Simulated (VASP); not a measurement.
Si3Sb2Te:

```xyz
6
Lattice="4.3308 0.0000 0.0000 -2.1654 3.7506 0.0000 0.0000 0.0000 8.5189" Properties=species:S:1:pos:R:3 pbc="T T T"
Si    2.1654    1.2502    4.2594
Si    0.0000    0.0000    0.0000
Si    0.0000    0.0000    4.2594
Sb    0.0000    2.5004    2.0686
Sb    0.0000    2.5004    6.4503
Te    2.1654    1.2502    0.0000
```

| Quantity | Value |
| --- | --- |
| Program | VASP 6.6.1 |
| Task | relaxation of cell and atoms |
| Functional | PBE |
| Potentials or basis | VASP PAW PBE potentials, release 64 (Si, Sb, Te) |
| Cutoff | 500 eV |
| k mesh | 4 × 4 × 2 |
| Occupations | gaussian, width 0.2 eV |
| Spin | no spin polarisation |

At the start: pressure 4.3 GPa; volume 23.06 Å³/atom.

Problem. How do energy, volume and symmetry change on relaxing?

Solution. Over 14 steps the energy falls by 283.0 meV/atom and the volume is 21.24 Å³/atom (-7.9 %); space group P-6m2 (No. 187, to 0.05 Å).

Step by step:
```tsv
step	energy change (eV)	largest force (eV/Å)	pressure (GPa)	volume (Å³)
1	0.0000	0.6869	4.26	138.37
2	-0.3711	0.2834	-2.33	150.81
3	-0.3720	0.2716	-2.57	151.41
4	-0.6290	0.1302	-2.96	147.06
5	-1.4686	0.4621	-1.32	132.28
6	16.1059	32.6279	94.89	94.43
7	-1.4380	0.8693	-0.87	131.07
8	-1.4834	0.9919	2.02	123.78
9	-1.5689	1.0196	0.19	127.39
10	-1.5717	1.0321	0.45	126.74
11	-1.5796	0.1778	1.24	125.55
12	-1.6304	0.5168	0.56	126.10
13	-1.6899	0.1994	0.35	127.88
14	-1.6979	0.0460	0.31	127.41
```

Final structure:
```
Si Sb Te
1.0
     4.80515    0.00000    0.00000
    -2.40258    4.16138    0.00000
     0.00000    0.00000    6.37177
Si Sb Te
3 2 1
Direct
  0.66667 0.33333 0.50000
  0.00000 0.00000 0.00000
  0.00000 0.00000 0.50000
  0.33333 0.66667 0.26943
  0.33333 0.66667 0.73057
  0.66667 0.33333 0.00000
```

Caveat: the k points lie up to 0.49 Å⁻¹ apart in the final cell; the relaxation stopped at a loose force limit of 0.08 eV/Å, so its end isn't a converged minimum.
